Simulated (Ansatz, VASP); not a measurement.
CeH3NCl3 in VASP and in Ansatz

```
Ce Cl N H
1.0
    12.26000    0.00000    0.00000
     0.00000   12.26000    0.00000
     0.00000    0.00000   12.26000
Ce Cl N H
1 3 1 3
Direct
  0.53961 0.46026 0.53961
  0.63283 0.62736 0.63283
  0.37252 0.36705 0.63283
  0.63283 0.36705 0.37252
  0.41686 0.58301 0.41686
  0.36705 0.63283 0.46149
  0.46149 0.63283 0.36705
  0.36705 0.53838 0.36705
```

Alike in both runs: task single point; functional PBE; k mesh 1 × 1 × 1; occupations gaussian, width 0.01 eV; collinear spin.

|  | VASP | Ansatz |
| --- | --- | --- |
| version | VASP 6.6.1 | Ansatz 0.2.0 |
| potentials or method | VASP PAW PBE potentials, release 64 (Ce, Cl, N, H), cutoff 520 eV | scalar-relativistic, plane waves, PAW |
| valence electrons in the cell | 41 | 41 |

|  | VASP | Ansatz | Ansatz less VASP |
| --- | --- | --- | --- |
| gap on the k mesh at the Fermi level (eV) | 0.12 | 0.34 | +0.218 |
| rms of the force components (eV/Å) | 0.088 | 0.086 | -0.0028 |
| net moment per atom (μB) | 0.12 | 0.12 | 0.000 |
| size of the moment on the site where the two differ most (μB) | 0.99 | 0.96 | -0.023 |

Site moments also hang on the region over which each program counts them. Atom by atom the forces differ by 0.014 eV/Å (rms over components). The functional is the same, so the differences come from potentials, cutoffs and numerics. Ansatz's warnings: symmetry narrowed by open shell.

Neither program's run includes spin-orbit coupling. Noted on VASP's run: the magnetic or orbital state may not be the lowest.
